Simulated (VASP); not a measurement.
# BAs (rocksalt type) (Fm-3m) in VASP: notebook

The runs below take BAs (rocksalt type) through single point, with r2SCAN.

Program: VASP 6.6.1. These are calculated values, not measurements. Logs are shortened: lines on timing, memory, paths and dates and some standing lists are left out, and cuts for length are marked.

## 1. The cell of the first run

It takes space group Fm-3m (No. 225, cubic). The conventional cell has a = 3.771 Å, b = 3.771 Å, c = 3.771 Å, α = 90.00°, β = 90.00°, γ = 90.00°. Within 2.5 Å of B (site symmetry m-3m) lie 6 As at 1.89 Å. As (site symmetry m-3m) has 6 B at 1.89 Å within 2.5 Å.

## 2. Single point, r2SCAN (volume scaled by 0.55)

The input, POSCAR:

```
BAs
1.0
    0.0000000000      1.8854427757      1.8854427757
    1.8854427757      0.0000000000      1.8854427757
    1.8854427757      1.8854427757      0.0000000000
B As
1 1
Direct
    0.0000000000      0.0000000000      0.0000000000
    0.5000000000      0.5000000000      0.5000000000
```

The input, INCAR.step1:

```
SYSTEM = BAs
ALGO = Normal
EDIFF = 1E-4
ENCUT = 520
GGA = PE
ISMEAR = -1
LASPH = .TRUE.
LCHARG = .FALSE.
LREAL = .FALSE.
LWAVE = .TRUE.
NBANDS = 11
NELM = 60
PREC = Accurate
SIGMA = 0.05
```

The input, INCAR.step2:

```
SYSTEM = BAs
ALGO = Normal
EDIFF = 1E-6
ENCUT = 520
ISIF = 2
ISMEAR = -1
ISTART = 1
LASPH = .TRUE.
LCHARG = .TRUE.
LELF = .TRUE.
LMIXTAU = .TRUE.
LREAL = .FALSE.
LVHAR = .TRUE.
LWAVE = .FALSE.
METAGGA = R2SCAN
NBANDS = 11
NELM = 60
PREC = Accurate
SIGMA = 0.05
```

The input, KPOINTS:

```
k-points
0
G
  15 15 15
  0 0 0
```

Potentials or basis: VASP PAW PBE potentials, release 64 (B, As).

The run is started by

```
cat potpaw_PBE.64/B/POTCAR potpaw_PBE.64/As/POTCAR > POTCAR
cp INCAR.step1 INCAR
mpirun -np 1 vasp_std > vasp.out
cp INCAR.step2 INCAR
mpirun -np 1 vasp_std > vasp.out
```

OUTCAR:

```text
SYSTEM = BAs
   EDIFF = 1E-6
   ENCUT = 520
   ISIF = 2
   ISMEAR = -1
   ISTART = 1
   LASPH = .TRUE.
   LREAL = .FALSE.
   METAGGA = R2SCAN
   NELM = 60
   PREC = Accurate

 ion  position               nearest neighbor table
   1  0.000  0.000  0.000-   2 1.89   2 1.89   2 1.89   2 1.89   2 1.89   2 1.89
   2  0.500  0.500  0.500-   1 1.89   1 1.89   1 1.89   1 1.89   1 1.89   1 1.89

  LATTYP: Found a face centered cubic cell.
 ALAT       =     3.7708855514

  Lattice vectors:

 A1 = (   0.0000000000,   1.8854427757,   1.8854427757)
 A2 = (   1.8854427757,   0.0000000000,   1.8854427757)
 A3 = (   1.8854427757,   1.8854427757,   0.0000000000)

Analysis of symmetry for initial positions (statically):
=====================================================================
 Subroutine PRICEL returns:
 Original cell was already a primitive cell.

 Routine SETGRP: Setting up the symmetry group for a
 face centered cubic supercell.

 Subroutine GETGRP returns: Found 48 space group operations
 (whereof 48 operations were pure point group operations)
 out of a pool of 48 trial point group operations.

The static configuration has the point symmetry O_h .

Analysis of symmetry for dynamics (positions and initial velocities):
=====================================================================
 Subroutine PRICEL returns:
 Original cell was already a primitive cell.

 Routine SETGRP: Setting up the symmetry group for a
 face centered cubic supercell.

 Subroutine GETGRP returns: Found 48 space group operations
 (whereof 48 operations were pure point group operations)
 out of a pool of 48 trial point group operations.

The dynamic configuration has the point symmetry O_h .

 Subroutine INISYM returns: Found 48 space group operations
 (whereof 48 operations are pure point group operations),
 and found     1 'primitive' translations

----------------------------------------------------------------------------------------

                                     Primitive cell

  volume of cell :      13.4051

  direct lattice vectors                    reciprocal lattice vectors
     0.000000000  1.885442776  1.885442776    -0.265189698  0.265189698  0.265189698
     1.885442776  0.000000000  1.885442776     0.265189698 -0.265189698  0.265189698
     1.885442776  1.885442776  0.000000000     0.265189698  0.265189698 -0.265189698

  length of vectors
     2.666418744  2.666418744  2.666418744     0.459322030  0.459322030  0.459322030

  position of ions in fractional coordinates (direct lattice)
     0.000000000  0.000000000  0.000000000
     0.500000000  0.500000000  0.500000000

  ion indices of the primitive-cell ions
   primitive index   ion index
                 1           1
                 2           2

----------------------------------------------------------------------------------------

 KPOINTS: k-points

Automatic generation of k-mesh.
 Grid dimensions read from file:
 generate k-points for:   15   15   15

 Generating k-lattice:

  Cartesian coordinates                     Fractional coordinates (reciprocal lattice)
    -0.017679313  0.017679313  0.017679313     0.066666667  0.000000000  0.000000000
     0.017679313 -0.017679313  0.017679313     0.000000000  0.066666667  0.000000000
     0.017679313  0.017679313 -0.017679313     0.000000000  0.000000000  0.066666667

  Length of vectors
     0.030621469  0.030621469  0.030621469

  Shift w.r.t. Gamma in fractional coordinates (k-lattice)
     0.000000000  0.000000000  0.000000000

 Subroutine IBZKPT returns following result:
 ===========================================

 Found    120 irreducible k-points:

 Following reciprocal coordinates:
            Coordinates               Weight
  0.000000  0.000000  0.000000      1.000000
  0.066667  0.000000  0.000000      8.000000
  0.133333  0.000000  0.000000      8.000000
  0.200000  0.000000  0.000000      8.000000
  0.266667  0.000000  0.000000      8.000000
  0.333333  0.000000  0.000000      8.000000
[... 16 lines left out ...]
  0.133333  0.133333  0.000000      6.000000
  0.200000  0.133333  0.000000     24.000000
 [... further k-points ...]
   k-points           NKPTS =    120   k-points in BZ     NKDIM =    120   number of bands    NBANDS=     11
   number of dos      NEDOS =    301   number of ions     NIONS =      2
   total plane-waves  NPLWV =   8000
   dimension x,y,z NGX =    20 NGY =   20 NGZ =   20
   dimension x,y,z NGXF=    40 NGYF=   40 NGZF=   40
   ions per type =               1   1
   NGX,Y,Z   is equivalent  to a cutoff of  12.47, 12.47, 12.47 a.u.
   NGXF,Y,Z  is equivalent  to a cutoff of  24.94, 24.94, 24.94 a.u.
 SYSTEM =  BAs
   PREC   = accura    normal or accurate (medium, high low for compatibility)
   ISTART =      1    job   : 0-new  1-cont  2-samecut
   ICHARG =      0    charge: 1-file 2-atom 10-const
   ISPIN  =      1    spin polarized calculation?
   LNONCOLLINEAR =      F non collinear calculations
   LSORBIT =      F    spin-orbit coupling
   LASPH  =      T    aspherical Exc in radial PAW
   ENCUT  =  520.0 eV  38.22 Ry    6.18 a.u.   4.96  4.96  4.96*2*pi/ulx,y,z
   NELM   =     60;   NELMIN=  2; NELMDL=  0     # of ELM steps
   EDIFF  = 0.1E-05   stopping-criterion for ELM
   LREAL  =      F    real-space projection
   EDIFFG = 0.1E-04   stopping-criterion for IOM
   NSW    =      0    number of steps for IOM
   IBRION =     -1    ionic relax: 0-MD 1-quasi-New 2-CG
   NFREE  =      0    steps in history (QN), initial steepest desc. (CG)
   ISIF   =      2    stress and relaxation
   ISYM   =      2    0-nonsym 1-usesym 2-fastsym
   POTIM  = 0.5000    time-step for ionic-motion
   TEBEG  =    0.0;   TEEND  =   0.0 temperature during run
   PSTRESS=    0.0 pullay stress
   NELECT =       8.0000    total number of electrons
   NUPDOWN=      -1.0000    fix difference up-down
   EMIN   =  10.00;   EMAX   =-10.00  energy-range for DOS
   EFERMI =   0.00;   METHOD = LEGACY
   ISMEAR =    -1;   SIGMA  =   0.05  broadening in eV -4-tet -1-fermi 0-gaus
   EFERMI_NEDOS =   21; number of points for ismear=-14 and -15
   IALGO  =     38    algorithm
   IMIX   =      4    mixing-type and parameters
     AMIX     =   0.40;   BMIX     =  1.00
     AMIX_MAG =   1.60;   BMIX_MAG =  1.00
  volume/ion in A,a.u.               =       6.70        45.23
  Fermi-wavevector in a.u.,A,eV,Ry     =   1.378314  2.604636 25.847658  1.899749
  Thomas-Fermi vector in A             =   2.503387
   LORBIT       =      0    0 simple, 1 ext, 2 COOP (PROOUT), +10 PAW based schemes
   METAGGA = R2SCAN    functional components
   LHFCALC =     F    Hartree Fock is set to
   AEXX    =    0.0000 exact exchange contribution
   IVDW    =     0    specifies the selected vdW correction
   LEPSILON=     F    determine dielectric tensor
   LRPA    =     F    only Hartree local field effects (RPA)
 non-spin polarized calculation
  energy-cutoff  :      520.00
  volume of cell :       13.41
 maximum number of plane-waves:       372
   NGX =  9   NGY =  9   NGZ =  9

 number of electron       8.0000000 magnetization

 Free energy of the ion-electron system (eV)
  ---------------------------------------------------
  ext. energy  EPLUGINS =         0.00000000
  ---------------------------------------------------
  free energy    TOTEN  =       -14.56226636 eV

  energy without entropy =      -14.55892947  energy(sigma->0) =      -14.56059792

 E-fermi :  16.9572     XC(G=0): -15.1113

 val. band max:       16.9012929476   @ k =  -0.4000   0.4000   0.0000
 cond. band min:      16.9680306979   @ k =  -0.4667   0.3333   0.0000
 fundamental gap:      0.0667377504
 Fermi energy:        16.9572240761

 k-point     1 :       0.0000    0.0000    0.0000
  band No.  band energies     occupation
      1      -8.3526      2.00000
      2      16.3307      1.99999
      3      16.3307      1.99999
      4      16.3307      1.99999
      5      26.1331      0.00000
      6      26.1331      0.00000
      7      26.1331      0.00000
      8      30.4311      0.00000
      9      30.4311      0.00000
     10      30.4311      0.00000
     11      30.4864      0.00000

 k-point     2 :       0.0667    0.0000    0.0000
  band No.  band energies     occupation
      1      -8.2154      2.00000
      2      15.4903      2.00000
      3      16.2704      2.00000
      4      16.2704      2.00000
      5      25.7862      0.00000
      6      26.3996      0.00000
      7      26.3996      0.00000
      8      29.0753      0.00000
      9      29.0753      0.00000
     10      30.1309      0.00000
     11      31.7808      0.00000

 k-point     3 :       0.1333    0.0000    0.0000
  band No.  band energies     occupation
      1      -7.8038      2.00000
      2      13.4072      2.00000
      3      16.1312      2.00000
      4      16.1312      2.00000
      5      25.4115      0.00000
      6      26.3253      0.00000
      7      26.3253      0.00000
      8      27.9464      0.00000
      9      27.9464      0.00000
     10      29.4616      0.00000
     11      33.5672      0.00000

 k-point     4 :       0.2000    0.0000    0.0000
  band No.  band energies     occupation
      1      -7.1176      2.00000
      2      10.7826      2.00000
      3      16.0027      2.00000
      4      16.0027      2.00000
      5      24.5398      0.00000
      6      24.5398      0.00000
      7      25.2667      0.00000
      8      28.6957      0.00000
      9      29.1653      0.00000
     10      29.1653      0.00000
     11      34.5255      0.00000
[... 239 lines left out ...]
 k-point    22 :      -0.0667    0.0667    0.0000
  band No.  band energies     occupation
      1      -7.9867      2.00000
      2      14.8140      2.00000
      3      15.1106      2.00000
      4      16.7130      1.98497
      5      25.3577      0.00000
      6      26.4722      0.00000
      7      26.7289      0.00000
      8      27.0438      0.00000
      9      28.7034      0.00000
     10      30.8335      0.00000
     11      33.5070      0.00000

 k-point    23 :       0.1333    0.1333    0.0000
  band No.  band energies     occupation
      1      -7.6202      2.00000
      2      14.3918      2.00000
      3      14.3918      2.00000
      4      16.1061      2.00000
      5      22.7051      0.00000
      6      23.1613      0.00000
      7      28.5589      0.00000
      8      28.5589      0.00000
      9      31.9507      0.00000
     10      31.9507      0.00000
     11      34.1305      0.00000

 k-point    24 :       0.2000    0.1333    0.0000
  band No.  band energies     occupation
      1      -7.1163      2.00000
      2      12.7133      2.00000
      3      13.7386      2.00000
      4      16.3699      1.99998
      5      20.6244      0.00000
      6      22.7990      0.00000
      7      28.8237      0.00000
      8      29.2078      0.00000
      9      32.0078      0.00000
     10      32.0701      0.00000
     11      35.0755      0.00000

 [... further k-points ...]
[... 5 lines left out ...]
  --------------------------------------------------------------------------------------
  -------------------------------------------------------------------------------------
  Total       22.7675177     22.7675177     22.7675177      0.0000000      0.0000000      0.0000000
  in kB     2721.1733097   2721.1733097   2721.1733097      0.0000000      0.0000000      0.0000000
  external PRESSURE =    2721.1733097 kB  Pullay stress =       0.0000000 kB

 VOLUME and BASIS-vectors are now :
 -----------------------------------------------------------------------------
  energy-cutoff  :      520.00
  volume of cell :       13.41
      direct lattice vectors                 reciprocal lattice vectors
     0.000000000  1.885442776  1.885442776    -0.265189698  0.265189698  0.265189698
     1.885442776  0.000000000  1.885442776     0.265189698 -0.265189698  0.265189698
     1.885442776  1.885442776  0.000000000     0.265189698  0.265189698 -0.265189698

 POSITION                                       TOTAL-FORCE (eV/Angst)
 -----------------------------------------------------------------------------------
      0.00000      0.00000      0.00000         0.000000     -0.000000     -0.000000
      1.88544      1.88544      1.88544        -0.000000      0.000000      0.000000
 -----------------------------------------------------------------------------------
    total drift:                                0.000000     -0.000000     -0.000000

  FREE ENERGIE OF THE ION-ELECTRON SYSTEM (eV)
  ---------------------------------------------------
  free  energy   TOTEN  =       -14.5622663637 eV

  energy  without entropy=      -14.5589294683  energy(sigma->0) =      -14.56059792
```

Run time: 2.4 min. Hardware: 1 thread of AMD EPYC 7R43 (Zen 3), shared host; peak memory 0.1 GiB.

What came out:

```yaml
Free_energy: -14.5623 eV
Pressure: 272.1 GPa
Band_gap_on_the_k_mesh: zero (band 4 reaches 17.77 eV, above the bottom of band 5 at 15.44 eV)
```

Levels at points of the mesh, in eV from the Fermi level:
```tsv
k point	band 1	band 2	band 3	band 4	band 5	band 6	band 7	band 8
(0.00, 0.00, 0.00)	-25.31	-0.63	-0.63	-0.63	9.18	9.18	9.18	13.47
```

Caveat: the PAW data sets were made with another functional, which shifts forces and pressure a little.

(Continued in part 2 of 2.)
